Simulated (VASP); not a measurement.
# Ag (Fm-3m) in VASP: a series of runs, part 2 of 3

VASP 6.6.1. Earlier steps stand in the parts before.

### 4 Electric field gradients, PBE (volume scaled by 1.02)

The input, INCAR:

```
SYSTEM = Ag
  PREC = Accurate
  ENCUT = 520
  EDIFF = 1E-8
  ISMEAR = -1
  SIGMA = 0.05
  LREAL = .False.
  LASPH = .True.
  NELM = 60
  ALGO = Normal
  ISIF = 2
  LWAVE = .False.
  LCHARG = .False.
  GGA = PE
  LEFG = .True.
  NBANDS = 12
```

The input, KPOINTS:

```
regular mesh
0
Gamma
  15 15 15
  0 0 0
```

The input, POSCAR:

```
Ag
1.0
    0.0000000000      2.0566308579      2.0566308579
    2.0566308579      0.0000000000      2.0566308579
    2.0566308579      2.0566308579      0.0000000000
Ag
1
Direct
    0.0000000000      0.0000000000      0.0000000000
```

Potentials or basis: VASP PAW PBE potentials, release 64 (Ag).

Started as:

```console
> cat potpaw_PBE.64/Ag/POTCAR > POTCAR
> mpirun -np 1 vasp_std > vasp.out
```

OUTCAR:

```text
SYSTEM = Ag
   PREC = Accurate
   ENCUT = 520
   EDIFF = 1E-8
   ISMEAR = -1
   LREAL = .False.
   LASPH = .True.
   NELM = 60
   ISIF = 2
   GGA = PE

 ion  position               nearest neighbor table
   1  0.000  0.000  0.000-

  LATTYP: Found a face centered cubic cell.
 ALAT       =     4.1132617158

  Lattice vectors:

 A1 = (   0.0000000000,   2.0566308579,   2.0566308579)
 A2 = (   2.0566308579,   0.0000000000,   2.0566308579)
 A3 = (   2.0566308579,   2.0566308579,   0.0000000000)

Analysis of symmetry for initial positions (statically):
=====================================================================
 Subroutine PRICEL returns:
 Original cell was already a primitive cell.

 Routine SETGRP: Setting up the symmetry group for a
 face centered cubic supercell.

 Subroutine GETGRP returns: Found 48 space group operations
 (whereof 48 operations were pure point group operations)
 out of a pool of 48 trial point group operations.

The static configuration has the point symmetry O_h .

Analysis of symmetry for dynamics (positions and initial velocities):
=====================================================================
 Subroutine PRICEL returns:
 Original cell was already a primitive cell.

 Routine SETGRP: Setting up the symmetry group for a
 face centered cubic supercell.

 Subroutine GETGRP returns: Found 48 space group operations
 (whereof 48 operations were pure point group operations)
 out of a pool of 48 trial point group operations.

The dynamic configuration has the point symmetry O_h .

 Subroutine INISYM returns: Found 48 space group operations
 (whereof 48 operations are pure point group operations),
 and found     1 'primitive' translations

----------------------------------------------------------------------------------------

                                     Primitive cell

  volume of cell :      17.3980

  direct lattice vectors                    reciprocal lattice vectors
     0.000000000  2.056630858  2.056630858    -0.243116064  0.243116064  0.243116064
     2.056630858  0.000000000  2.056630858     0.243116064 -0.243116064  0.243116064
     2.056630858  2.056630858  0.000000000     0.243116064  0.243116064 -0.243116064

  length of vectors
     2.908515252  2.908515252  2.908515252     0.421089376  0.421089376  0.421089376

  position of ions in fractional coordinates (direct lattice)
     0.000000000  0.000000000  0.000000000

  ion indices of the primitive-cell ions
   primitive index   ion index
                 1           1

----------------------------------------------------------------------------------------

 KPOINTS: regular mesh

Automatic generation of k-mesh.
 Grid dimensions read from file:
 generate k-points for:   15   15   15
[... 72 lines left out ...]
   POTIM  = 0.5000    time-step for ionic-motion
   TEBEG  =    0.0;   TEEND  =   0.0 temperature during run
   PSTRESS=    0.0 pullay stress
   NELECT =      11.0000    total number of electrons
   NUPDOWN=      -1.0000    fix difference up-down
   EMIN   =  10.00;   EMAX   =-10.00  energy-range for DOS
   EFERMI =   0.00;   METHOD = LEGACY
   ISMEAR =    -1;   SIGMA  =   0.05  broadening in eV -4-tet -1-fermi 0-gaus
   EFERMI_NEDOS =   21; number of points for ismear=-14 and -15
   IALGO  =     38    algorithm
   IMIX   =      4    mixing-type and parameters
     AMIX     =   0.40;   BMIX     =  1.00
     AMIX_MAG =   1.60;   BMIX_MAG =  1.00
  volume/ion in A,a.u.               =      17.40       117.41
  Fermi-wavevector in a.u.,A,eV,Ry     =   1.405096  2.655247 26.861917  1.974295
  Thomas-Fermi vector in A             =   2.527592
   LORBIT       =      0    0 simple, 1 ext, 2 COOP (PROOUT), +10 PAW based schemes
   GGA     = PE    functional components
   LHFCALC =     F    Hartree Fock is set to
   AEXX    =    0.0000 exact exchange contribution
   IVDW    =     0    specifies the selected vdW correction
   LEPSILON=     F    determine dielectric tensor
   LRPA    =     F    only Hartree local field effects (RPA)
 non-spin polarized calculation
  energy-cutoff  :      520.00
  volume of cell :       17.40
 maximum number of plane-waves:       489
 NGX is ok and might be reduce to    24
   NGX = 11   NGY = 11   NGZ = 11

 number of electron      10.9999999 magnetization

 Free energy of the ion-electron system (eV)
  ---------------------------------------------------
  ext. energy  EPLUGINS =         0.00000000
  ---------------------------------------------------
  free energy    TOTEN  =        -2.71220111 eV

  energy without entropy =       -2.70860880  energy(sigma->0) =       -2.71040496

 E-fermi :   8.2889     XC(G=0): -12.0904

 val. band max:        8.2783760190   @ k =  -0.3333   0.2000   0.0000
 cond. band min:       8.3209843942   @ k =  -0.2667   0.2667   0.0667
 fundamental gap:      0.0426083752
 Fermi energy:         8.2888984639

 k-point     1 :       0.0000    0.0000    0.0000
  band No.  band energies     occupation
      1       0.5319      2.00000
      2       3.4144      2.00000
      3       3.4144      2.00000
      4       3.4144      2.00000
      5       4.4114      2.00000
      6       4.4114      2.00000
      7      24.1320      0.00000
      8      27.5909      0.00000
      9      27.5909      0.00000
     10      27.5909      0.00000
     11      32.3495      0.00000
     12      33.3591      0.00000
[... 331 lines left out ...]
 k-point    24 :       0.2000    0.1333    0.0000
  band No.  band energies     occupation
      1       1.6485      2.00000
      2       3.0359      2.00000
      3       3.7611      2.00000
      4       3.7940      2.00000
      5       4.1800      2.00000
      6       4.5949      2.00000
      7      23.0916      0.00000
      8      24.7178      0.00000
      9      25.0283      0.00000
     10      26.5643      0.00000
     11      29.9612      0.00000
     12      33.1993      0.00000

 [... further k-points ...]

------------------------ aborting loop because EDIFF is reached ----------------------------------------

  FORCE on cell =-STRESS in cart. coord.  units (eV):
  Direction    XX          YY          ZZ          XY          YZ          ZX
  --------------------------------------------------------------------------------------
  -------------------------------------------------------------------------------------
  Total        0.2427357      0.2427357      0.2427357     -0.0000000     -0.0000000     -0.0000000
  in kB       22.3534859     22.3534859     22.3534859     -0.0000000     -0.0000000     -0.0000000
  external PRESSURE =      22.3534859 kB  Pullay stress =       0.0000000 kB

 VOLUME and BASIS-vectors are now :
 -----------------------------------------------------------------------------
  energy-cutoff  :      520.00
  volume of cell :       17.40
      direct lattice vectors                 reciprocal lattice vectors
     0.000000000  2.056630858  2.056630858    -0.243116064  0.243116064  0.243116064
     2.056630858  0.000000000  2.056630858     0.243116064 -0.243116064  0.243116064
     2.056630858  2.056630858  0.000000000     0.243116064  0.243116064 -0.243116064

 POSITION                                       TOTAL-FORCE (eV/Angst)
 -----------------------------------------------------------------------------------
      0.00000      0.00000      0.00000         0.000000     -0.000000      0.000000
 -----------------------------------------------------------------------------------
    total drift:                               -0.000000      0.000000     -0.000000

  FREE ENERGIE OF THE ION-ELECTRON SYSTEM (eV)
  ---------------------------------------------------
  free  energy   TOTEN  =        -2.7122011093 eV

  energy  without entropy=       -2.7086088024  energy(sigma->0) =       -2.71040496

 Electric field gradients (V/A^2)
---------------------------------------------------------------------
 ion       V_xx      V_yy      V_zz      V_xy      V_xz      V_yz
---------------------------------------------------------------------
   1      -0.000     0.000    -0.000     0.001     0.001     0.001
---------------------------------------------------------------------

 Electric field gradients after diagonalization (V/A^2)
 (convention: |V_zz| > |V_xx| > |V_yy|)
----------------------------------------------------------------------
 ion       V_xx      V_yy      V_zz     asymmetry (V_yy - V_xx)/ V_zz
----------------------------------------------------------------------
   1      -0.001    -0.001     0.001       0.000
----------------------------------------------------------------------

           NMR quadrupolar parameters

 Cq : quadrupolar parameter    Cq=e*Q*V_zz/h
 eta: asymmetry parameters     (V_yy - V_xx)/ V_zz
 Q  : nuclear electric quadrupole moment in mb (millibarn)
----------------------------------------------------------------------
 ion       Cq(MHz)       eta       Q (mb)
----------------------------------------------------------------------
   1       0.000       0.000       1.000
----------------------------------------------------------------------
```

OSZICAR:

```text
N       E                     dE             d eps       ncg     rms          rms(c)
DAV:   1     0.526897089668E+02    0.52690E+02   -0.54987E+03  2888   0.828E+02
DAV:   2    -0.212935164220E+01   -0.54819E+02   -0.51860E+02  3348   0.194E+02
DAV:   3    -0.296190226288E+01   -0.83255E+00   -0.83209E+00  3380   0.252E+01
DAV:   4    -0.296438717194E+01   -0.24849E-02   -0.24848E-02  3352   0.144E+00
DAV:   5    -0.296440704908E+01   -0.19877E-04   -0.19876E-04  3396   0.115E-01    0.496E+00
DAV:   6    -0.272237603382E+01    0.24203E+00   -0.96417E-01  3120   0.876E+00    0.324E+00
DAV:   7    -0.271495243744E+01    0.74236E-02   -0.89657E-03  3352   0.895E-01    0.184E+00
DAV:   8    -0.271218888946E+01    0.27635E-02   -0.70095E-04  3236   0.199E-01    0.865E-02
DAV:   9    -0.271219607394E+01   -0.71845E-05   -0.84229E-06  3408   0.214E-02    0.258E-02
DAV:  10    -0.271220158150E+01   -0.55076E-05   -0.40832E-06  3304   0.191E-02    0.532E-03
DAV:  11    -0.271220116085E+01    0.42065E-06   -0.89458E-08  3408   0.244E-03    0.725E-04
DAV:  12    -0.271220110889E+01    0.51958E-07   -0.37958E-09  2308   0.542E-04    0.692E-05
DAV:  13    -0.271220110931E+01   -0.42087E-09   -0.11880E-10  1772   0.106E-04
   1 F= -.27122011E+01 E0= -.27104050E+01  d E =-.359231E-02
```

stdout:

```text
POSCAR found type information on POSCAR Ag
 POSCAR found :  1 types and       1 ions
 scaLAPACK will be used
 LDA part: xc-table for (Slater+PW92), standard interpolation
 POSCAR, INCAR and KPOINTS ok, starting setup
 FFT: planning ... GRIDC
 FFT: planning ... GRID_SOFT
 FFT: planning ... GRID
 WAVECAR not read
 entering main loop
ion   1
```

It took 7.8 s on 1 thread of Intel Xeon 6975P-C (Granite Rapids), shared host; peak memory 0.15 GiB.

Results:

| Item | Value |
| --- | --- |
| Free energy | -2.7122 eV |
| Pressure | 2.2 GPa |

Levels at points of the mesh, in eV from the Fermi level:
```csv
k point,band 3,band 4,band 5,band 6,band 7,band 8,band 9,band 10
"(0.00, 0.00, 0.00)",-4.87,-4.87,-3.88,-3.88,15.84,19.30,19.30,19.30
```

Caveat: without QUAD_EFG the Cq values of the log hold for a quadrupole moment of 1 mb, not for the nuclei.

### 5 Electric field gradients, PBE (volume scaled by 1.01)

The input, INCAR:

```
SYSTEM = Ag
ALGO = Normal
EDIFF = 1E-8
ENCUT = 520
GGA = PE
ISIF = 2
ISMEAR = -1
LASPH = .TRUE.
LCHARG = .FALSE.
LEFG = .TRUE.
LREAL = .FALSE.
LWAVE = .FALSE.
NBANDS = 12
NELM = 100
PREC = Accurate
SIGMA = 0.05
```

The input, KPOINTS:

```
k-points
0
G
  15 15 15
  0 0 0
```

The input, POSCAR:

```
Ag
1.0
    0.0000000000      2.0498877575      2.0498877575
    2.0498877575      0.0000000000      2.0498877575
    2.0498877575      2.0498877575      0.0000000000
Ag
1
Direct
    0.0000000000      0.0000000000      0.0000000000
```

Potentials or basis: VASP PAW PBE potentials, release 64 (Ag).

Started as:

```console
> cat potpaw_PBE.64/Ag/POTCAR > POTCAR
> mpirun -np 1 vasp_std > vasp.out
```

OUTCAR:

```text
SYSTEM = Ag
   EDIFF = 1E-8
   ENCUT = 520
   GGA = PE
   ISIF = 2
   ISMEAR = -1
   LASPH = .TRUE.
   LREAL = .FALSE.
   NELM = 100
   PREC = Accurate

 ion  position               nearest neighbor table
   1  0.000  0.000  0.000-

  LATTYP: Found a face centered cubic cell.
 ALAT       =     4.0997755150

  Lattice vectors:

 A1 = (   0.0000000000,   2.0498877575,   2.0498877575)
 A2 = (   2.0498877575,   0.0000000000,   2.0498877575)
 A3 = (   2.0498877575,   2.0498877575,   0.0000000000)

Analysis of symmetry for initial positions (statically):
=====================================================================
 Subroutine PRICEL returns:
 Original cell was already a primitive cell.

 Routine SETGRP: Setting up the symmetry group for a
 face centered cubic supercell.

 Subroutine GETGRP returns: Found 48 space group operations
 (whereof 48 operations were pure point group operations)
 out of a pool of 48 trial point group operations.

The static configuration has the point symmetry O_h .

Analysis of symmetry for dynamics (positions and initial velocities):
=====================================================================
 Subroutine PRICEL returns:
 Original cell was already a primitive cell.

 Routine SETGRP: Setting up the symmetry group for a
 face centered cubic supercell.

 Subroutine GETGRP returns: Found 48 space group operations
 (whereof 48 operations were pure point group operations)
 out of a pool of 48 trial point group operations.

The dynamic configuration has the point symmetry O_h .

 Subroutine INISYM returns: Found 48 space group operations
 (whereof 48 operations are pure point group operations),
[... 152 lines left out ...]
      2       3.5138      2.00000
      3       3.5138      2.00000
      4       3.5138      2.00000
      5       4.5284      2.00000
      6       4.5284      2.00000
      7      24.2891      0.00000
      8      27.8064      0.00000
      9      27.8064      0.00000
     10      27.8064      0.00000
     11      32.5885      0.00000
     12      33.6603      0.00000
[... 331 lines left out ...]
 k-point    24 :       0.2000    0.1333    0.0000
  band No.  band energies     occupation
      1       1.7202      2.00000
      2       3.1282      2.00000
      3       3.8661      2.00000
      4       3.8996      2.00000
      5       4.2913      2.00000
      6       4.7150      2.00000
      7      23.3069      0.00000
      8      24.9085      0.00000
      9      25.2668      0.00000
     10      26.7793      0.00000
     11      30.2761      0.00000
     12      33.4483      0.00000

 [... further k-points ...]
[... 5 lines left out ...]
  --------------------------------------------------------------------------------------
  -------------------------------------------------------------------------------------
  Total        0.3527969      0.3527969      0.3527969      0.0000000      0.0000000     -0.0000000
  in kB       32.8106664     32.8106664     32.8106664      0.0000000      0.0000000     -0.0000000
  external PRESSURE =      32.8106664 kB  Pullay stress =       0.0000000 kB

 VOLUME and BASIS-vectors are now :
 -----------------------------------------------------------------------------
  energy-cutoff  :      520.00
  volume of cell :       17.23
      direct lattice vectors                 reciprocal lattice vectors
     0.000000000  2.049887758  2.049887758    -0.243915794  0.243915794  0.243915794
     2.049887758  0.000000000  2.049887758     0.243915794 -0.243915794  0.243915794
     2.049887758  2.049887758  0.000000000     0.243915794  0.243915794 -0.243915794

 POSITION                                       TOTAL-FORCE (eV/Angst)
 -----------------------------------------------------------------------------------
      0.00000      0.00000      0.00000         0.000000      0.000000      0.000000
 -----------------------------------------------------------------------------------
    total drift:                               -0.000000      0.000000     -0.000000

  FREE ENERGIE OF THE ION-ELECTRON SYSTEM (eV)
  ---------------------------------------------------
  free  energy   TOTEN  =        -2.7091761279 eV

  energy  without entropy=       -2.7056349484  energy(sigma->0) =       -2.70740554

 Electric field gradients (V/A^2)
---------------------------------------------------------------------
 ion       V_xx      V_yy      V_zz      V_xy      V_xz      V_yz
---------------------------------------------------------------------
   1      -0.000     0.000     0.000     0.001     0.001     0.001
---------------------------------------------------------------------

 Electric field gradients after diagonalization (V/A^2)
 (convention: |V_zz| > |V_xx| > |V_yy|)
----------------------------------------------------------------------
 ion       V_xx      V_yy      V_zz     asymmetry (V_yy - V_xx)/ V_zz
----------------------------------------------------------------------
   1      -0.001    -0.001     0.001       0.000
----------------------------------------------------------------------

           NMR quadrupolar parameters

 Cq : quadrupolar parameter    Cq=e*Q*V_zz/h
 eta: asymmetry parameters     (V_yy - V_xx)/ V_zz
 Q  : nuclear electric quadrupole moment in mb (millibarn)
----------------------------------------------------------------------
 ion       Cq(MHz)       eta       Q (mb)
----------------------------------------------------------------------
   1       0.000       0.000       1.000
----------------------------------------------------------------------
```

Wall time 7.5 s (1 thread of Intel Xeon 6975P-C (Granite Rapids), shared host); peak memory 0.15 GiB.

Results:

```
Free energy : -2.7092 eV
Pressure    : 3.3 GPa
```

Levels at points of the mesh, in eV from the Fermi level:
| k point | band 3 | band 4 | band 5 | band 6 | band 7 | band 8 | band 9 | band 10 |
| --- | --- | --- | --- | --- | --- | --- | --- | --- |
| (0.00, 0.00, 0.00) | -4.91 | -4.91 | -3.90 | -3.90 | 15.86 | 19.38 | 19.38 | 19.38 |

Caveat: without QUAD_EFG the Cq values of the log hold for a quadrupole moment of 1 mb, not for the nuclei.

(Part 2 of 3 ends here.)
